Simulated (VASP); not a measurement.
Write the native input for VASP 6.6.1 that does the following.

* Task: single point
* Functional: PBEsol
* Potentials or basis: VASP PAW PBE potentials, release 64 (Al, Ru_pv)
* Cutoff: 520 eV
* k mesh: 16 × 16 × 16
* Occupations: gaussian, width 0.15 eV
* Spin: no spin polarisation
* Dipole correction: no
* Further INCAR settings: ALGO = Fast; EDIFF = 1e-06; NBANDS = 16

The structure of AlRu lies in POSCAR:

```
AlRu
1.0
    2.9916000000      0.0000000000      0.0000000000
    0.0000000000      2.9916000000      0.0000000000
    0.0000000000      0.0000000000      2.9916000000
Al Ru
1 1
Direct
    0.0000000000      0.0041783661      0.0000000000
    0.5000000000      0.5000000000      0.5000000000
```

This cell differs from its parent crystal: all Al atoms moved +0.013 Å, as atom 1 along Cartesian [0 1 0].

These files were run (other wordings do the same):

INCAR

```
PREC = Accurate
ENCUT = 520
EDIFF = 1E-6
ISMEAR = 0
SIGMA = 0.15
LREAL = False
LASPH = True
NELM = 80
ALGO = Fast
ISIF = 2
LWAVE = False
LCHARG = False
GGA = PS
NBANDS = 16
```

KPOINTS

```
regular mesh
0
Gamma
  16 16 16
```

Potentials or basis: VASP PAW PBE potentials, release 64 (Al, Ru_pv).

The run is started by

```sh
$ cat potpaw_PBE.64/Al/POTCAR potpaw_PBE.64/Ru_pv/POTCAR > POTCAR
$ mpirun -np 1 vasp_std > vasp.out
```

It gave:

```json
{
  "Pressure": "-3.2 GPa",
  "Largest force": "0.096 eV/Å",
  "Band gap on the k mesh": "zero (an odd number of electrons rules out a gap without spin polarisation)"
}
```

Caveat: the cell differs from its parent crystal (all Al atoms moved +0.013 Å, as atom 1 along Cartesian [0 1 0]); the cell stands under tension; the PAW data sets were made with another functional, which shifts forces and pressure a little.

It took 2.9 min on 1 thread of Intel Xeon 8259CL (shared host), peak memory 0.28 GiB.
